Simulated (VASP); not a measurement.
Here is a VASP 6.6.1 calculation.

File INCAR:

```
SYSTEM = TiN
  PREC = Accurate
  ENCUT = 600
  EDIFF = 1E-6
  ISMEAR = 1
  SIGMA = 0.1
  LREAL = .FALSE.
  LASPH = .TRUE.
  NELM = 120
  ALGO = Normal
  ISIF = 2
  LWAVE = .FALSE.
  LCHARG = .TRUE.
  GGA = PE
  LELF = .TRUE.
  LVHAR = .TRUE.
  NBANDS = 82
  GGA_COMPAT = .FALSE.
```

KPOINTS

```
regular mesh
0
G
  4 4 4
  0 0 0
```

Contents of POSCAR:

```
TiN
1.0
    0.0000000000      4.2465873429      4.2465873429
    4.2465873429      0.0000000000      4.2465873429
    4.2465873429      4.2465873429      0.0000000000
Ti N
8 8
Direct
    0.0000000000      0.0000000000      0.0000000000
    0.0000000000      0.0000000000      0.5000000000
    0.0000000000      0.5000000000      0.0000000000
    0.0000000000      0.5000000000      0.5000000000
    0.5000000000      0.0000000000      0.0000000000
    0.5000000000      0.0000000000      0.5000000000
    0.5000000000      0.5000000000      0.0000000000
    0.5000000000      0.5000000000      0.5000000000
    0.2500000000      0.2500000000      0.2500000000
    0.2500000000      0.2500000000      0.7500000000
    0.2500000000      0.7500000000      0.2500000000
    0.2500000000      0.7500000000      0.7500000000
    0.7500000000      0.2500000000      0.2500000000
    0.7500000000      0.2500000000      0.7500000000
    0.7500000000      0.7500000000      0.2500000000
    0.7500000000      0.7500000000      0.7500000000
```

Potentials or basis: VASP PAW PBE potentials, release 64 (Ti_sv, N).

Launch:

```sh
$ cat potpaw_PBE.64/Ti_sv/POTCAR potpaw_PBE.64/N/POTCAR > POTCAR
$ mpirun -np 1 vasp_std > vasp.out
```

(1) Estimate the band gap on the k mesh.

(2) Estimate the pressure.

## Answers

(1) zero (band 68 reaches 12.32 eV, above the bottom of band 69 at 10.80 eV).

(2) 0.6 GPa.
